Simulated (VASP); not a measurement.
Runs of VASP 6.6.1 on BaTe. The structure is that of space group P6_3/mmc (No. 194), or close to it. The cells are those of the table. 

```tsv
level	cell	smearing	gap on the mesh (eV)	pressure (GPa)
r2SCAN	a = 5.972, b = 5.972, c = 7.179 Å, angles 90.0, 90.0, 120.0°, 4 atoms	gaussian 0.01 eV	(b)	-0.4
r2SCAN	a = 5.972, b = 5.972, c = 7.004 Å, angles 90.0, 90.0, 120.0°, 4 atoms	gaussian 0.01 eV	2.24	(a)
PBE	a = 5.972, b = 5.972, c = 7.179 Å, angles 90.0, 90.0, 120.0°, 4 atoms	fermi-dirac 0.02 eV	1.96	-0.3
r2SCAN	a = 6.151, b = 6.151, c = 6.953 Å, angles 90.0, 90.0, 120.0°, 4 atoms	gaussian 0.01 eV	2.28	-0.7
PBE	a = 6.151, b = 6.151, c = 6.953 Å, angles 90.0, 90.0, 120.0°, 4 atoms	fermi-dirac 0.02 eV	1.92	-0.7
```

Alike in all rows: task single point; potentials or basis VASP PAW PBE potentials, release 64 (Ba_sv, Te); no spin polarisation; k mesh 6 × 6 × 4; cutoff (eV) 520.

Task: Fill in the values left out.

Result: (a) 0.2; (b) 2.31.

Caveats: spin-orbit coupling is left out, which moves the levels of the heavy elements; the PAW data sets were made with another functional, which shifts forces and pressure a little (some runs).

A k mesh can miss the band edges, and the runs leave out spin-orbit coupling on Ba, Te.
